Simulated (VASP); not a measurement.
Set up this calculation in VASP 6.6.1, as the native input.

* Task: single point
* Functional: PBEsol
* Potentials or basis: VASP PAW PBE potentials, release 64 (Ba_sv)
* Cutoff: 520 eV
* k mesh: 14 × 14 × 14
* Occupations: gaussian, width 0.15 eV
* Spin: no spin polarisation
* Dipole correction: no
* Further INCAR settings: ALGO = Normal; EDIFF = 1e-06; NBANDS = 11

The structure of Ba lies in POSCAR:

```
Ba
1.0
   -2.3000000000      2.3000000000      2.3000000000
    2.3000000000     -2.3000000000      2.3000000000
    2.3000000000      2.3000000000     -2.3000000000
Ba
1
Direct
    0.0000000000      0.0000000000      0.0000000000
```

This cell differs from its parent crystal: strain -0.080 along x and y, -0.080 along z.

One way to write it, as run:

INCAR

```
SYSTEM = Ba
  PREC = Accurate
  ENCUT = 520
  EDIFF = 1E-6
  ISMEAR = 0
  SIGMA = 0.15
  LREAL = .FALSE.
  LASPH = .TRUE.
  NELM = 100
  ALGO = Normal
  ISIF = 2
  LWAVE = .FALSE.
  LCHARG = .TRUE.
  GGA = PS
  LELF = .TRUE.
  LVHAR = .TRUE.
  NBANDS = 11
```

KPOINTS

```
regular mesh
0
G
  14 14 14
  0 0 0
```

Potentials or basis: VASP PAW PBE potentials, release 64 (Ba_sv).

Command:

```console
$ cat potpaw_PBE.64/Ba_sv/POTCAR > POTCAR
$ mpirun -np 1 vasp_std > vasp.out
```

Results of the run:

| Quantity | Value |
| --- | --- |
| Pressure | 2.3 GPa |
| Band gap on the k mesh | zero (bands 5 and 6 overlap by 1.65 eV) |

Caveat: the cell differs from its parent crystal (strain -0.080 along x and y, -0.080 along z); the PAW data sets were made with another functional, which shifts forces and pressure a little; spin-orbit coupling is left out, which moves the levels of the heavy elements.

Run time: 58 s on 1 thread of Intel Xeon 8259CL, on a shared host, peak memory 0.2 GiB.
